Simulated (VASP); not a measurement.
Here is a VASP 6.6.1 calculation.

POSCAR

```
TcN2
1.0
    0.0000000000      2.4445490000      2.4445490000
    2.4445490000      0.0000000000      2.4445490000
    2.4445490000      2.4445490000      0.0000000000
Tc N
1 2
Direct
    0.0000000000      0.0000000000      0.0000000000
    0.7500000000      0.7500000000      0.7500000000
    0.2500000000      0.2500000000      0.2500000000
```

INCAR.step1

```
ALGO     = Normal         # electronic algorithm
EDIFF    = 1E-4           # SCF threshold, eV
ENCUT    = 520            # plane-wave cutoff, eV
GGA      = PE             # functional
ISMEAR   = -1             # smearing method
LASPH    = True           # aspherical terms in the spheres
LCHARG   = False          # write CHGCAR
LREAL    = False          # projectors in reciprocal space
LWAVE    = True           # write WAVECAR
NBANDS   = 18             # bands
NELM     = 80             # most SCF steps
PREC     = Accurate       # precision mode
SIGMA    = 0.15           # smearing width, eV
```

Contents of INCAR.step2:

```
ALGO     = Normal         # electronic algorithm
EDIFF    = 1E-6           # SCF threshold, eV
ENCUT    = 520            # plane-wave cutoff, eV
ISIF     = 2              # what is computed and relaxed
ISMEAR   = -1             # smearing method
ISTART   = 1            
LASPH    = True           # aspherical terms in the spheres
LCHARG   = False          # write CHGCAR
LMIXTAU  = True         
LREAL    = False          # projectors in reciprocal space
LWAVE    = False          # write WAVECAR
METAGGA  = R2SCAN         # meta-GGA
NBANDS   = 18             # bands
NELM     = 80             # most SCF steps
PREC     = Accurate       # precision mode
SIGMA    = 0.15           # smearing width, eV
```

KPOINTS

```
k-points
0
Gamma
  8 8 8
```

Potentials or basis: VASP PAW PBE potentials, release 64 (Tc_pv, N).

Command:

```console
$ cat potpaw_PBE.64/Tc_pv/POTCAR potpaw_PBE.64/N/POTCAR > POTCAR
$ cp INCAR.step1 INCAR
$ mpirun -np 1 vasp_std > vasp.out
$ cp INCAR.step2 INCAR
$ mpirun -np 1 vasp_std > vasp.out
```

Predict the pressure.

-9.0 GPa.

Caveat: the PAW data sets were made with another functional, which shifts forces and pressure a little.
